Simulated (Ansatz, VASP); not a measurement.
One calculation of HfO2, two programs

The input INCAR:

```
PREC = Accurate
ENCUT = 520
EDIFF = 1E-6
ISMEAR = 0
SIGMA = 0.01
LREAL = False
LASPH = True
NELM = 150
ALGO = Normal
ISIF = 2
LWAVE = False
LCHARG = False
MAGMOM = 0 0 0 0 0 0 0 0 0 0 0 0 0 0 0 0 0 0
LORBIT = 11
LSORBIT = True
GGA_COMPAT = False
LORBMOM = True
LMAXMIX = 4
GGA = PE
NBANDS = 60
```

Contents of KPOINTS:

```
Automatic mesh
0
Gamma
  6 6 8
```

File POSCAR:

```
HfO2
1.0
    4.8382821842      0.0000000000      0.0000000000
    0.0000000000      4.8382821842      0.0000000000
    0.0000000000      0.0000000000      3.2200100098
Hf O
2 4
Direct
    0.0000000000      0.0000000000      0.0000000000
    0.5000000000      0.5000000000      0.5000000000
    0.3050443194      0.3050443194      0.0000000000
    0.1949556806      0.8050443194      0.5000000000
    0.8050443194      0.1949556806      0.5000000000
    0.6949556806      0.6949556806      0.0000000000
```

Input for Ansatz:

```yaml
crystal:
  lattice:
    - [4.8382821842, 0.0, 0.0]
    - [0.0, 4.8382821842, 0.0]
    - [0.0, 0.0, 3.2200100098]
  atoms:
    - { symbol: Hf, position: [0.0, 0.0, 0.0] }
    - { symbol: Hf, position: [0.5, 0.5, 0.5] }
    - { symbol: O, position: [0.3050443194, 0.3050443194, 0.0] }
    - { symbol: O, position: [0.1949556806, 0.8050443194, 0.5] }
    - { symbol: O, position: [0.8050443194, 0.1949556806, 0.5] }
    - { symbol: O, position: [0.6949556806, 0.6949556806, 0.0] }
kpoints:
  mp_grid: { grid: [6, 6, 8] }
  band_path:
    path:
      - [0.0, 0.0, 0.0]
      - [0.0, 0.5, 0.0]
      - [0.5, 0.5, 0.0]
      - [0.0, 0.0, 0.5]
      - [0.0, 0.5, 0.5]
      - [0.5, 0.5, 0.5]
      - [-0.002604, -0.002604, 0.0]
    npoints: 1
hamiltonian:
  xc: pbe
scf:
  occupations: { method: fixed }
  n_extra_bands: 10
magnetization:
  noncollinear: true
  spin_orbit: true
output:
  forces: true
  stress: true
  eigenvalues: true
```

Alike in both runs: task single point; functional PBE; k mesh 6 × 6 × 8; non-collinear spin, spin-orbit coupling.

```csv
,VASP,Ansatz
version,VASP 6.6.1,Ansatz 0.2.0
potentials or method,"VASP PAW PBE potentials, release 64 (Hf_pv, O)","plane waves, PAW"
plane-wave cutoff (eV),520,420
occupations,"gaussian, width 0.01 eV",fixed
valence electrons in the cell,44,76
```

|  | VASP | Ansatz | Ansatz less VASP |
| --- | --- | --- | --- |
| pressure (GPa) | 2.2 | 4.7 | +2.46 |
| traceless stress, the component that is largest in VASP (GPa) | -0.19 | 0.20 | +0.391 |
| rms of the force components (eV/Å) | 0.007 | 0.015 | +0.0079 |

Atom by atom the forces differ by 0.021 eV/Å (rms over components). VASP's potentials hold 44 valence electrons a cell and Ansatz's 76, so a difference there can come from the potentials and not from the codes.
